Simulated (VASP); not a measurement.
# Cd (P6_3/mmc) in VASP: settings compared, part 3 of 3

VASP 6.6.1. The steps go on from the part before.

## (6) Electric field gradients, PBE (zz strain of +2 %)

File INCAR:

```
SYSTEM = Cd
ALGO = Normal
EDIFF = 1E-8
ENCUT = 520
GGA = PE
ISIF = 2
ISMEAR = -1
LASPH = .TRUE.
LCHARG = .FALSE.
LEFG = .TRUE.
LREAL = .FALSE.
LWAVE = .FALSE.
NBANDS = 19
NELM = 100
PREC = Accurate
SIGMA = 0.05
```

File KPOINTS:

```
k-points
0
G
  14 14 7
  0 0 0
```

File POSCAR:

```
Cd
1.0
    2.9788725081      0.0000000000      0.0000000000
   -1.4894362540      2.5797792666      0.0000000000
    0.0000000000      0.0000000000      5.7300030000
Cd
2
Direct
    0.3333333333      0.6666666667      0.2500000000
    0.6666666667      0.3333333333      0.7500000000
```

Potentials or basis: VASP PAW PBE potentials, release 64 (Cd).

Launch:

```sh
> cat potpaw_PBE.64/Cd/POTCAR > POTCAR
> mpirun -np 1 vasp_std > vasp.out
```

OUTCAR:

```text
SYSTEM = Cd
   EDIFF = 1E-8
   ENCUT = 520
   GGA = PE
   ISIF = 2
   ISMEAR = -1
   LASPH = .TRUE.
   LREAL = .FALSE.
   NELM = 100
   PREC = Accurate

 ion  position               nearest neighbor table
   1  0.333  0.667  0.250-   2 3.34   2 3.34   2 3.34   2 3.34   2 3.34   2 3.34
   2  0.667  0.333  0.750-   1 3.34   1 3.34   1 3.34   1 3.34   1 3.34   1 3.34

  LATTYP: Found a hexagonal cell.
 ALAT       =     2.9788725081
 C/A-ratio  =     1.9235475786

  Lattice vectors:

 A1 = (   2.9788725081,   0.0000000000,   0.0000000000)
 A2 = (  -1.4894362540,   2.5797792666,   0.0000000000)
 A3 = (   0.0000000000,   0.0000000000,   5.7300030000)

Analysis of symmetry for initial positions (statically):
=====================================================================
 Subroutine PRICEL returns:
 Original cell was already a primitive cell.

 Routine SETGRP: Setting up the symmetry group for a
 hexagonal supercell.

 Subroutine GETGRP returns: Found 24 space group operations
 (whereof 12 operations were pure point group operations)
 out of a pool of 24 trial point group operations.

The static configuration has the point symmetry D_3d.
 The point group associated with its full space group is D_6h.

Analysis of symmetry for dynamics (positions and initial velocities):
=====================================================================
 Subroutine PRICEL returns:
 Original cell was already a primitive cell.

 Routine SETGRP: Setting up the symmetry group for a
 hexagonal supercell.

 Subroutine GETGRP returns: Found 24 space group operations
 (whereof 12 operations were pure point group operations)
 out of a pool of 24 trial point group operations.

The dynamic configuration has the point symmetry D_3d.
 The point group associated with its full space group is D_6h.

 Subroutine INISYM returns: Found 24 space group operations
 (whereof 12 operations are pure point group operations),
 and found     1 'primitive' translations

----------------------------------------------------------------------------------------

                                     Primitive cell

  volume of cell :      44.0341

  direct lattice vectors                    reciprocal lattice vectors
     2.978872508  0.000000000  0.000000000     0.335697482  0.193815032  0.000000000
    -1.489436254  2.579779267  0.000000000     0.000000000  0.387630063  0.000000000
     0.000000000  0.000000000  5.730003000     0.000000000  0.000000000  0.174519978

  length of vectors
     2.978872508  2.978872508  5.730003000     0.387630063  0.387630063  0.174519978

  position of ions in fractional coordinates (direct lattice)
     0.333333333  0.666666667  0.250000000
     0.666666667  0.333333333  0.750000000

  ion indices of the primitive-cell ions
   primitive index   ion index
                 1           1
                 2           2

----------------------------------------------------------------------------------------

 KPOINTS: k-points
[... 68 lines left out ...]
   EDIFF  = 0.1E-07   stopping-criterion for ELM
   LREAL  =      F    real-space projection
   EDIFFG = 0.1E-06   stopping-criterion for IOM
   NSW    =      0    number of steps for IOM
   IBRION =     -1    ionic relax: 0-MD 1-quasi-New 2-CG
   NFREE  =      0    steps in history (QN), initial steepest desc. (CG)
   ISIF   =      2    stress and relaxation
   ISYM   =      2    0-nonsym 1-usesym 2-fastsym
   POTIM  = 0.5000    time-step for ionic-motion
   TEBEG  =    0.0;   TEEND  =   0.0 temperature during run
   PSTRESS=    0.0 pullay stress
   NELECT =      24.0000    total number of electrons
   NUPDOWN=      -1.0000    fix difference up-down
   EMIN   =  10.00;   EMAX   =-10.00  energy-range for DOS
   EFERMI =   0.00;   METHOD = LEGACY
   ISMEAR =    -1;   SIGMA  =   0.05  broadening in eV -4-tet -1-fermi 0-gaus
   EFERMI_NEDOS =   21; number of points for ismear=-14 and -15
   IALGO  =     38    algorithm
   IMIX   =      4    mixing-type and parameters
     AMIX     =   0.40;   BMIX     =  1.00
     AMIX_MAG =   1.60;   BMIX_MAG =  1.00
  volume/ion in A,a.u.               =      22.02       148.58
  Fermi-wavevector in a.u.,A,eV,Ry     =   1.337259  2.527053 24.330770  1.788261
  Thomas-Fermi vector in A             =   2.465821
   LORBIT       =      0    0 simple, 1 ext, 2 COOP (PROOUT), +10 PAW based schemes
   GGA     = PE    functional components
   LHFCALC =     F    Hartree Fock is set to
   AEXX    =    0.0000 exact exchange contribution
   IVDW    =     0    specifies the selected vdW correction
   LEPSILON=     F    determine dielectric tensor
   LRPA    =     F    only Hartree local field effects (RPA)
 non-spin polarized calculation
  energy-cutoff  :      520.00
  volume of cell :       44.03
 maximum number of plane-waves:      1221
 NGX is ok and might be reduce to    24
   NGX = 11   NGY = 11   NGZ = 21

 number of electron      23.9999988 magnetization

 Free energy of the ion-electron system (eV)
  ---------------------------------------------------
  ext. energy  EPLUGINS =         0.00000000
  ---------------------------------------------------
  free energy    TOTEN  =        -1.46970467 eV

  energy without entropy =       -1.46266548  energy(sigma->0) =       -1.46618508

 E-fermi :   2.8887     XC(G=0): -10.9223

 val. band max:        2.8849015838   @ k =   0.2857   0.2143   0.1429
 cond. band min:       2.9199543753   @ k =   0.2143   0.1429   0.0000
 fundamental gap:      0.0350527915
 Fermi energy:         2.8886629920

 k-point     1 :       0.0000    0.0000    0.0000
  band No.  band energies     occupation
      1      -7.0058      2.00000
      2      -6.7777      2.00000
      3      -6.3893      2.00000
      4      -6.3893      2.00000
      5      -6.3453      2.00000
      6      -6.3453      2.00000
[... 505 lines left out ...]
      6      -6.1523      2.00000
[... 11 lines left out ...]
     18       8.6747      0.00000
     19      10.7659      0.00000

 [... further k-points ...]
[... 5 lines left out ...]
  --------------------------------------------------------------------------------------
  -------------------------------------------------------------------------------------
  Total        0.8591917      0.8591917      0.3372558      0.0000000      0.0000000      0.0000000
  in kB       31.2616117     31.2616117     12.2710195      0.0000000      0.0000000      0.0000000
  external PRESSURE =      24.9314143 kB  Pullay stress =       0.0000000 kB

 VOLUME and BASIS-vectors are now :
 -----------------------------------------------------------------------------
  energy-cutoff  :      520.00
  volume of cell :       44.03
      direct lattice vectors                 reciprocal lattice vectors
     2.978872508  0.000000000  0.000000000     0.335697482  0.193815032  0.000000000
    -1.489436254  2.579779267  0.000000000     0.000000000  0.387630063  0.000000000
     0.000000000  0.000000000  5.730003000     0.000000000  0.000000000  0.174519978

 POSITION                                       TOTAL-FORCE (eV/Angst)
 -----------------------------------------------------------------------------------
     -0.00000      1.71985      1.43250        -0.000000      0.000000      0.000000
      1.48944      0.85993      4.29750         0.000000     -0.000000      0.000000
 -----------------------------------------------------------------------------------
    total drift:                               -0.000000      0.000000      0.000000

  FREE ENERGIE OF THE ION-ELECTRON SYSTEM (eV)
  ---------------------------------------------------
  free  energy   TOTEN  =        -1.4697046745 eV

  energy  without entropy=       -1.4626654791  energy(sigma->0) =       -1.46618508

 Electric field gradients (V/A^2)
---------------------------------------------------------------------
 ion       V_xx      V_yy      V_zz      V_xy      V_xz      V_yz
---------------------------------------------------------------------
   1     -45.703   -45.701    91.404     0.001     0.000    -0.000
   2     -45.703   -45.701    91.404     0.001    -0.000     0.000
---------------------------------------------------------------------

 Electric field gradients after diagonalization (V/A^2)
 (convention: |V_zz| > |V_xx| > |V_yy|)
----------------------------------------------------------------------
 ion       V_xx      V_yy      V_zz     asymmetry (V_yy - V_xx)/ V_zz
----------------------------------------------------------------------
   1     -45.703   -45.701    91.404       0.000
   2     -45.703   -45.701    91.404       0.000
----------------------------------------------------------------------

           NMR quadrupolar parameters

 Cq : quadrupolar parameter    Cq=e*Q*V_zz/h
 eta: asymmetry parameters     (V_yy - V_xx)/ V_zz
 Q  : nuclear electric quadrupole moment in mb (millibarn)
----------------------------------------------------------------------
 ion       Cq(MHz)       eta       Q (mb)
----------------------------------------------------------------------
   1       0.221       0.000       1.000
   2       0.221       0.000       1.000
----------------------------------------------------------------------
```

OSZICAR:

```text
N       E                     dE             d eps       ncg     rms          rms(c)
DAV:   1     0.175614407153E+03    0.17561E+03   -0.13124E+04  3656   0.127E+03
DAV:   2     0.251949745757E+01   -0.17309E+03   -0.16683E+03  3798   0.332E+02
DAV:   3    -0.156118236706E+01   -0.40807E+01   -0.40731E+01  4125   0.582E+01
DAV:   4    -0.156837133268E+01   -0.71890E-02   -0.71882E-02  4039   0.231E+00
DAV:   5    -0.156839386388E+01   -0.22531E-04   -0.22531E-04  4005   0.126E-01    0.433E+00
DAV:   6    -0.147348231674E+01    0.94912E-01   -0.23662E-01  4011   0.581E+00    0.347E+00
DAV:   7    -0.146923500684E+01    0.42473E-02   -0.26480E-02  4048   0.153E+00    0.165E+00
DAV:   8    -0.146961971974E+01   -0.38471E-03   -0.34979E-03  3932   0.712E-01    0.893E-02
DAV:   9    -0.146966211272E+01   -0.42393E-04   -0.25780E-05  4188   0.532E-02    0.381E-02
DAV:  10    -0.146970492716E+01   -0.42814E-04   -0.37270E-05  3930   0.579E-02    0.406E-03
DAV:  11    -0.146970485156E+01    0.75607E-07   -0.40803E-08  3908   0.175E-03    0.177E-03
DAV:  12    -0.146970465348E+01    0.19808E-06   -0.21930E-08  3264   0.119E-03    0.270E-04
DAV:  13    -0.146970466824E+01   -0.14767E-07   -0.47397E-10  2141   0.250E-04    0.960E-05
DAV:  14    -0.146970467451E+01   -0.62655E-08   -0.90219E-11  2028   0.857E-05
   1 F= -.14697047E+01 E0= -.14661851E+01  d E =-.703920E-02
```

It took 38 s on 1 thread of AMD EPYC 9R45 (Zen 5), shared host; peak memory 0.18 GiB.

Results:

```
Free energy                             : -1.4697 eV
Pressure                                : 2.5 GPa
Band gap on the k mesh                  : zero (bands 12 and 13 overlap by 4.42 eV)
Largest electric field gradient by atom : Cd +91.4 V/Å²
```

Electric field gradients, principal values (V/Å²):
```csv
atom,least,middle,greatest (by size)
1 Cd,-45.701,-45.703,91.404
2 Cd,-45.701,-45.703,91.404
```

Caveat: the cell differs from its parent crystal (zz strain of +2 %); without QUAD_EFG the Cq values of the log hold for a quadrupole moment of 1 mb, not for the nuclei.

## (7) Electric field gradients, LDA

This run uses another cell than the first one, of 21.59 Å³/atom.

File INCAR:

```
SYSTEM = Cd
PREC = Accurate
ENCUT = 520
EDIFF = 1E-8
ISMEAR = -1
SIGMA = 0.05
LREAL = .FALSE.
LASPH = .TRUE.
NELM = 60
ALGO = Normal
ISIF = 2
LWAVE = .FALSE.
LCHARG = .FALSE.
GGA = CA
LEFG = .TRUE.
NBANDS = 19
```

File KPOINTS:

```
regular mesh
0
G
  14 14 7
  0 0 0
```

Edit POSCAR of step 6 so:

```diff
@@ -4,3 +4,3 @@
    -1.4894362540      2.5797792666      0.0000000000
-    0.0000000000      0.0000000000      5.7300030000
+    0.0000000000      0.0000000000      5.6176500000
 Cd
```

Potentials or basis: VASP PAW LDA potentials, release 64 (Cd).

Launch:

```sh
> cat potpaw_LDA.64/Cd/POTCAR > POTCAR
> mpirun -np 1 vasp_std > vasp.out
```

OUTCAR:

```text
SYSTEM = Cd
   PREC = Accurate
   ENCUT = 520
   EDIFF = 1E-8
   ISMEAR = -1
   LREAL = .FALSE.
   LASPH = .TRUE.
   NELM = 60
   ISIF = 2
   GGA = CA

 ion  position               nearest neighbor table
   1  0.333  0.667  0.250-   2 3.29   2 3.29   2 3.29   2 3.29   2 3.29   2 3.29
   2  0.667  0.333  0.750-   1 3.29   1 3.29   1 3.29   1 3.29   1 3.29   1 3.29

  LATTYP: Found a hexagonal cell.
 ALAT       =     2.9788725081
 C/A-ratio  =     1.8858309594

  Lattice vectors:

 A1 = (   2.9788725081,   0.0000000000,   0.0000000000)
 A2 = (  -1.4894362540,   2.5797792666,   0.0000000000)
[... 743 lines left out ...]
  free  energy   TOTEN  =        -2.9989181619 eV

  energy  without entropy=       -2.9928211284  energy(sigma->0) =       -2.99586965

 Electric field gradients (V/A^2)
---------------------------------------------------------------------
 ion       V_xx      V_yy      V_zz      V_xy      V_xz      V_yz
---------------------------------------------------------------------
   1     -41.796   -41.794    83.590     0.001     0.000    -0.000
   2     -41.796   -41.794    83.590     0.001    -0.000     0.000
---------------------------------------------------------------------

 Electric field gradients after diagonalization (V/A^2)
 (convention: |V_zz| > |V_xx| > |V_yy|)
----------------------------------------------------------------------
 ion       V_xx      V_yy      V_zz     asymmetry (V_yy - V_xx)/ V_zz
----------------------------------------------------------------------
   1     -41.797   -41.794    83.590       0.000
   2     -41.797   -41.794    83.590       0.000
----------------------------------------------------------------------

           NMR quadrupolar parameters

 Cq : quadrupolar parameter    Cq=e*Q*V_zz/h
 eta: asymmetry parameters     (V_yy - V_xx)/ V_zz
 Q  : nuclear electric quadrupole moment in mb (millibarn)
----------------------------------------------------------------------
 ion       Cq(MHz)       eta       Q (mb)
----------------------------------------------------------------------
   1       0.202       0.000       1.000
   2       0.202       0.000       1.000
----------------------------------------------------------------------
```

OSZICAR:

```text
N       E                     dE             d eps       ncg     rms          rms(c)
DAV:   1     0.181092778609E+03    0.18109E+03   -0.13146E+04  3648   0.128E+03
DAV:   2     0.110416012440E+01   -0.17999E+03   -0.17354E+03  3786   0.339E+02
DAV:   3    -0.314453178288E+01   -0.42487E+01   -0.42394E+01  4146   0.593E+01
DAV:   4    -0.315275616653E+01   -0.82244E-02   -0.82237E-02  4023   0.251E+00
DAV:   5    -0.315278242408E+01   -0.26258E-04   -0.26258E-04  4034   0.137E-01    0.454E+00
DAV:   6    -0.301609246813E+01    0.13669E+00   -0.29402E-01  3995   0.661E+00    0.363E+00
DAV:   7    -0.300142503843E+01    0.14667E-01   -0.25728E-02  4050   0.139E+00    0.176E+00
DAV:   8    -0.299890311513E+01    0.25219E-02   -0.33424E-03  3860   0.735E-01    0.847E-02
DAV:   9    -0.299891210427E+01   -0.89891E-05   -0.23436E-05  4118   0.514E-02    0.335E-02
DAV:  10    -0.299891818190E+01   -0.60776E-05   -0.66077E-06  3943   0.298E-02    0.231E-03
DAV:  11    -0.299891816025E+01    0.21651E-07   -0.67159E-08  4031   0.242E-03    0.105E-03
DAV:  12    -0.299891816195E+01   -0.17003E-08   -0.56681E-09  2444   0.589E-04
   1 F= -.29989182E+01 E0= -.29958696E+01  d E =-.609703E-02
```

stdout:

```text
POSCAR found type information on POSCAR Cd
 POSCAR found :  1 types and       2 ions
 scaLAPACK will be used
 LDA part: xc-table for (Slater(with rela. corr.)+CA(PZ))
 , standard interpolation
 POSCAR, INCAR and KPOINTS ok, starting setup
 FFT: planning ... GRIDC
 FFT: planning ... GRID_SOFT
 FFT: planning ... GRID
 WAVECAR not read
 entering main loop
ion   1

ion   2
```

Wall time 21 s (1 thread of Intel Xeon 6975P-C (Granite Rapids), shared host); peak memory 0.18 GiB.

Results:

```
Free energy                             : -2.9989 eV
Pressure                                : -3.8 GPa
Band gap on the k mesh                  : zero (bands 12 and 13 overlap by 4.33 eV)
Largest electric field gradient by atom : Cd +83.6 V/Å²
```

Stress tensor (GPa, compression positive):
```
-4.07  0.00  0.00
 0.00 -4.07  0.00
 0.00  0.00 -3.29
```

Levels at points of the mesh, in eV from the Fermi level:
```csv
k point,band 9,band 10,band 11,band 12,band 13,band 14,band 15,band 16
"(0.00, 0.00, 0.00)",-8.69,-8.43,-8.43,-3.09,-3.05,10.49,14.53,14.74
"(0.50, 0.00, 0.00)",-8.17,-8.14,-2.36,-1.89,1.91,2.99,3.07,5.29
```

Electric field gradients, principal values (V/Å²):
| atom | least | middle | greatest (by size) |
| --- | --- | --- | --- |
| 1 Cd | -41.794 | -41.797 | 83.590 |
| 2 Cd | -41.794 | -41.797 | 83.590 |

Caveat: the cell stands under tension; without QUAD_EFG the Cq values of the log hold for a quadrupole moment of 1 mb, not for the nuclei.

## (8) The runs side by side

```tsv
level	potentials or basis	cell	gap on the mesh (eV)	pressure (GPa)
PBE	VASP PAW PBE potentials, release 64 (Cd)	a = 2.979, b = 2.979, c = 5.449 Å, angles 90.0, 90.0, 120.0°, 2 atoms	none	4.9
PBE	VASP PAW PBE potentials, release 64 (Cd)	a = 2.979, b = 2.979, c = 5.505 Å, angles 90.0, 90.0, 120.0°, 2 atoms	none	4.3
PBE	VASP PAW PBE potentials, release 64 (Cd)	a = 2.979, b = 2.979, c = 5.561 Å, angles 90.0, 90.0, 120.0°, 2 atoms	none	3.8
PBE	VASP PAW PBE potentials, release 64 (Cd)	a = 2.979, b = 2.979, c = 5.730 Å, angles 90.0, 90.0, 120.0°, 2 atoms	none	2.5
LDA	VASP PAW LDA potentials, release 64 (Cd)	a = 2.979, b = 2.979, c = 5.618 Å, angles 90.0, 90.0, 120.0°, 2 atoms	none	-3.8
```

Alike in all rows: task electric field gradients; no spin polarisation; k mesh 14 × 14 × 7; cutoff (eV) 520; smearing fermi-dirac 0.05 eV.

Caveats: the cell stands under pressure (at least some runs); the cell stands under tension (at least some runs).

Total energies depend on the potentials used, so only differences within one code and one set of settings carry meaning.
